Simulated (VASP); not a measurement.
# MoS2 (P-3m1) in VASP: single point with PBEsol

Aim: the single point of MoS2 with PBEsol.

All numbers are computed with VASP 6.6.1; they aren't measurements. Logs are shortened: lines on timing, memory, paths and dates and some standing lists are left out, and cuts for length are marked.

### 1 The cell of the first run

Symmetry: P-3m1, No. 164, trigonal system. The conventional cell has a = 3.227 Å, b = 3.227 Å, c = 6.312 Å, α = 90.00°, β = 90.00°, γ = 120.00°. Within 3.2 Å of Mo (site symmetry -3m) lie 6 S at 2.42 Å. Within 3.2 Å of S (site symmetry 3m) lie 3 Mo at 2.42 Å.

### 2 Single point, PBEsol

INCAR reads:

```
SYSTEM = MoS2
PREC = Accurate
ENCUT = 520
EDIFF = 1E-6
ISMEAR = -1
SIGMA = 0.1
LREAL = .False.
LASPH = .True.
NELM = 60
ALGO = Normal
ISIF = 2
LWAVE = .False.
LCHARG = .False.
GGA = PS
NBANDS = 20
```

KPOINTS reads:

```
Automatic mesh
0
Gamma
  12 12 6
  0 0 0
```

POSCAR reads:

```
MoS2
1.0
    3.2274650000      0.0000000000      0.0000000000
   -1.6137320000      2.7950660000      0.0000000000
    0.0000000000      0.0000000000      6.3124730000
Mo S
1 2
Direct
    0.0000000000      0.0000000000      0.5000000000
    0.3333333333      0.6666666667      0.2553190000
    0.6666666667      0.3333333333      0.7446810000
```

Potentials or basis: VASP PAW PBE potentials, release 64 (Mo_sv, S).

Command:

```
> cat potpaw_PBE.64/Mo_sv/POTCAR potpaw_PBE.64/S/POTCAR > POTCAR
> mpirun -np 1 vasp_std > vasp.out
```

OUTCAR:

```text
SYSTEM = MoS2
   PREC = Accurate
   ENCUT = 520
   EDIFF = 1E-6
   ISMEAR = -1
   LREAL = .False.
   LASPH = .True.
   NELM = 60
   ISIF = 2
   GGA = PS

 ion  position               nearest neighbor table
   1  0.000  0.000  0.500-   2 2.42   3 2.42   3 2.42   2 2.42   3 2.42   2 2.42
   2  0.333  0.667  0.255-   1 2.42   1 2.42   1 2.42
   3  0.667  0.333  0.745-   1 2.42   1 2.42   1 2.42

  LATTYP: Found a hexagonal cell.
 ALAT       =     3.2274650000
 C/A-ratio  =     1.9558610241

  Lattice vectors:

 A1 = (   3.2274650000,   0.0000000000,   0.0000000000)
 A2 = (  -1.6137320000,   2.7950660000,   0.0000000000)
 A3 = (   0.0000000000,   0.0000000000,   6.3124730000)

Analysis of symmetry for initial positions (statically):
=====================================================================
 Subroutine PRICEL returns:
 Original cell was already a primitive cell.

 Routine SETGRP: Setting up the symmetry group for a
 hexagonal supercell.

 Subroutine GETGRP returns: Found 12 space group operations
 (whereof 12 operations were pure point group operations)
 out of a pool of 24 trial point group operations.

The static configuration has the point symmetry D_3d.

Analysis of symmetry for dynamics (positions and initial velocities):
=====================================================================
 Subroutine PRICEL returns:
 Original cell was already a primitive cell.

 Routine SETGRP: Setting up the symmetry group for a
 hexagonal supercell.

 Subroutine GETGRP returns: Found 12 space group operations
 (whereof 12 operations were pure point group operations)
 out of a pool of 24 trial point group operations.

The dynamic configuration has the point symmetry D_3d.

 Subroutine INISYM returns: Found 12 space group operations
 (whereof 12 operations are pure point group operations),
 and found     1 'primitive' translations

----------------------------------------------------------------------------------------

                                     Primitive cell

  volume of cell :      56.9447

  direct lattice vectors                    reciprocal lattice vectors
     3.227465000  0.000000000  0.000000000     0.309840695  0.178886597  0.000000000
    -1.613732000  2.795066000  0.000000000     0.000000000  0.357773305  0.000000000
     0.000000000  0.000000000  6.312473000     0.000000000  0.000000000  0.158416519
[... 76 lines left out ...]
 SYSTEM =  MoS2
   PREC   = accura    normal or accurate (medium, high low for compatibility)
   ISTART =      0    job   : 0-new  1-cont  2-samecut
   ICHARG =      2    charge: 1-file 2-atom 10-const
   ISPIN  =      1    spin polarized calculation?
   LNONCOLLINEAR =      F non collinear calculations
   LSORBIT =      F    spin-orbit coupling
   LASPH  =      T    aspherical Exc in radial PAW
   ENCUT  =  520.0 eV  38.22 Ry    6.18 a.u.   6.00  6.00 11.74*2*pi/ulx,y,z
   NELM   =     60;   NELMIN=  2; NELMDL= -5     # of ELM steps
   EDIFF  = 0.1E-05   stopping-criterion for ELM
   LREAL  =      F    real-space projection
   EDIFFG = 0.1E-04   stopping-criterion for IOM
   NSW    =      0    number of steps for IOM
   IBRION =     -1    ionic relax: 0-MD 1-quasi-New 2-CG
   NFREE  =      0    steps in history (QN), initial steepest desc. (CG)
   ISIF   =      2    stress and relaxation
   ISYM   =      2    0-nonsym 1-usesym 2-fastsym
   POTIM  = 0.5000    time-step for ionic-motion
   TEBEG  =    0.0;   TEEND  =   0.0 temperature during run
   PSTRESS=    0.0 pullay stress
   NELECT =      26.0000    total number of electrons
   NUPDOWN=      -1.0000    fix difference up-down
   EMIN   =  10.00;   EMAX   =-10.00  energy-range for DOS
   EFERMI =   0.00;   METHOD = LEGACY
   ISMEAR =    -1;   SIGMA  =   0.10  broadening in eV -4-tet -1-fermi 0-gaus
   EFERMI_NEDOS =   21; number of points for ismear=-14 and -15
   IALGO  =     38    algorithm
   IMIX   =      4    mixing-type and parameters
     AMIX     =   0.40;   BMIX     =  1.00
     AMIX_MAG =   1.60;   BMIX_MAG =  1.00
  volume/ion in A,a.u.               =      18.98       128.09
  Fermi-wavevector in a.u.,A,eV,Ry     =   1.260612  2.382212 21.621611  1.589144
  Thomas-Fermi vector in A             =   2.394113
   LORBIT       =      0    0 simple, 1 ext, 2 COOP (PROOUT), +10 PAW based schemes
   GGA     = PS    functional components
   LHFCALC =     F    Hartree Fock is set to
   AEXX    =    0.0000 exact exchange contribution
   IVDW    =     0    specifies the selected vdW correction
   LEPSILON=     F    determine dielectric tensor
   LRPA    =     F    only Hartree local field effects (RPA)
 non-spin polarized calculation
  energy-cutoff  :      520.00
  volume of cell :       56.94
 maximum number of plane-waves:      1560
   NGX = 13   NGY = 13   NGZ = 23

 number of electron      26.0000001 magnetization

 Free energy of the ion-electron system (eV)
  ---------------------------------------------------
  ext. energy  EPLUGINS =         0.00000000
  ---------------------------------------------------
  free energy    TOTEN  =       -22.58694944 eV

  energy without entropy =      -22.54185903  energy(sigma->0) =      -22.56440424

 E-fermi :   6.8265     XC(G=0): -10.6251

 val. band max:        6.8241368110   @ k =   0.2500   0.2500   0.5000
 cond. band min:       6.8392590482   @ k =   0.0833  -0.0000   0.1667
 fundamental gap:      0.0151222372
 Fermi energy:         6.8264691692

 k-point     1 :       0.0000    0.0000    0.0000
  band No.  band energies     occupation
      1     -54.8546      2.00000
      2     -28.9209      2.00000
      3     -28.8862      2.00000
      4     -28.8862      2.00000
      5      -7.9867      2.00000
      6      -6.5235      2.00000
[... 541 lines left out ...]
     19      14.5514      0.00000
     20      16.0323      0.00000

 [... further k-points ...]
[... 5 lines left out ...]
  --------------------------------------------------------------------------------------
  -------------------------------------------------------------------------------------
  Total       -1.5962417     -1.5962409     -0.3235898     -0.0000003      0.0000000      0.0000000
  in kB      -44.9113484    -44.9113266     -9.1044193     -0.0000080      0.0000000      0.0000000
  external PRESSURE =     -32.9756981 kB  Pullay stress =       0.0000000 kB

 VOLUME and BASIS-vectors are now :
 -----------------------------------------------------------------------------
  energy-cutoff  :      520.00
  volume of cell :       56.94
      direct lattice vectors                 reciprocal lattice vectors
     3.227465000  0.000000000  0.000000000     0.309840695  0.178886597  0.000000000
    -1.613732000  2.795066000  0.000000000     0.000000000  0.357773305  0.000000000
     0.000000000  0.000000000  6.312473000     0.000000000  0.000000000  0.158416519

 POSITION                                       TOTAL-FORCE (eV/Angst)
 -----------------------------------------------------------------------------------
      0.00000      0.00000      3.15624        -0.000000      0.000000      0.000000
      0.00000      1.86338      1.61169         0.000000     -0.000000     -0.022201
      1.61373      0.93169      4.70078        -0.000000      0.000000      0.022201
 -----------------------------------------------------------------------------------
    total drift:                                0.000000      0.000000      0.000000

  FREE ENERGIE OF THE ION-ELECTRON SYSTEM (eV)
  ---------------------------------------------------
  free  energy   TOTEN  =       -22.5869494394 eV

  energy  without entropy=      -22.5418590315  energy(sigma->0) =      -22.56440424
```

OSZICAR:

```text
N       E                     dE             d eps       ncg     rms          rms(c)
DAV:   1     0.195662633328E+03    0.19566E+03   -0.14800E+04  4176   0.122E+03
DAV:   2    -0.165043261576E+02   -0.21217E+03   -0.20703E+03  4864   0.315E+02
DAV:   3    -0.241433771856E+02   -0.76391E+01   -0.75356E+01  5052   0.577E+01
DAV:   4    -0.242360052619E+02   -0.92628E-01   -0.92524E-01  4876   0.657E+00
DAV:   5    -0.242374733687E+02   -0.14681E-02   -0.14680E-02  5024   0.805E-01    0.234E+01
DAV:   6    -0.231562852010E+02    0.10812E+01   -0.14863E+01  4140   0.211E+01    0.916E+00
DAV:   7    -0.227524123480E+02    0.40387E+00   -0.64451E+00  4120   0.131E+01    0.594E+00
DAV:   8    -0.225876746113E+02    0.16474E+00   -0.84875E-01  4412   0.506E+00    0.172E+00
DAV:   9    -0.225884870902E+02   -0.81248E-03   -0.29708E-02  4672   0.104E+00    0.597E-01
DAV:  10    -0.225871162393E+02    0.13709E-02   -0.15335E-02  4440   0.765E-01    0.173E-01
DAV:  11    -0.225869795612E+02    0.13668E-03   -0.84255E-04  4620   0.188E-01    0.573E-02
DAV:  12    -0.225869374262E+02    0.42135E-04   -0.14123E-04  4548   0.738E-02    0.379E-02
DAV:  13    -0.225869494914E+02   -0.12065E-04   -0.42860E-05  4284   0.373E-02    0.117E-02
DAV:  14    -0.225869494394E+02    0.52050E-07   -0.36695E-06  4456   0.109E-02
   1 F= -.22586949E+02 E0= -.22564404E+02  d E =-.450904E-01
```

stdout:

```text
POSCAR found type information on POSCAR MoS
 POSCAR found :  2 types and       3 ions
 scaLAPACK will be used
 -----------------------------------------------------------------------------
|                                                                             |
|                                                                             |
|     You enforced a specific xc type in the INCAR file but a different       |
|     I HOPE YOU KNOW WHAT YOU ARE DOING!                                     |
|                                                                             |
 -----------------------------------------------------------------------------

 LDA part: xc-table for (Slater+PW92), standard interpolation
 POSCAR, INCAR and KPOINTS ok, starting setup
 FFT: planning ... GRIDC
 FFT: planning ... GRID_SOFT
 FFT: planning ... GRID
 WAVECAR not read
 entering main loop
```

Wall time 2 min (1 thread of AMD EPYC 7R13, shared host); peak memory 0.24 GiB.

Results:

| Property | Result |
| --- | --- |
| Free energy | -22.5869 eV |
| Pressure | -3.3 GPa |
| Largest force | 0.022 eV/Å |
| Band gap on the k mesh | zero (band 13 reaches 7.45 eV, above the bottom of band 14 at 6.47 eV) |

Forces on the atoms (eV/Å):
```
Mo   0.000  0.000  0.000
S    0.000  0.000 -0.022
S    0.000  0.000  0.022
```

Levels at points of the mesh, in eV from the Fermi level:
| k point | band 10 | band 11 | band 12 | band 13 | band 14 | band 15 | band 16 | band 17 |
| --- | --- | --- | --- | --- | --- | --- | --- | --- |
| (0.00, 0.00, 0.00) | -1.82 | -1.08 | -0.95 | -0.95 | -0.29 | -0.29 | 3.22 | 3.22 |
| (0.50, 0.00, 0.00) | -4.09 | -3.19 | -1.75 | -1.73 | 0.95 | 1.71 | 3.65 | 3.79 |
| (0.00, 0.00, 0.50) | -3.60 | -0.96 | -0.96 | -0.36 | -0.36 | -0.07 | 3.38 | 3.38 |
| (0.50, 0.00, 0.50) | -4.14 | -2.39 | -2.12 | -1.60 | 0.95 | 1.73 | 3.32 | 4.49 |

Caveat: the PAW data sets were made with another functional, which shifts forces and pressure a little; this functional lacks dispersion, which binds the layers, so the pressure and a relaxed spacing across them are unreliable.
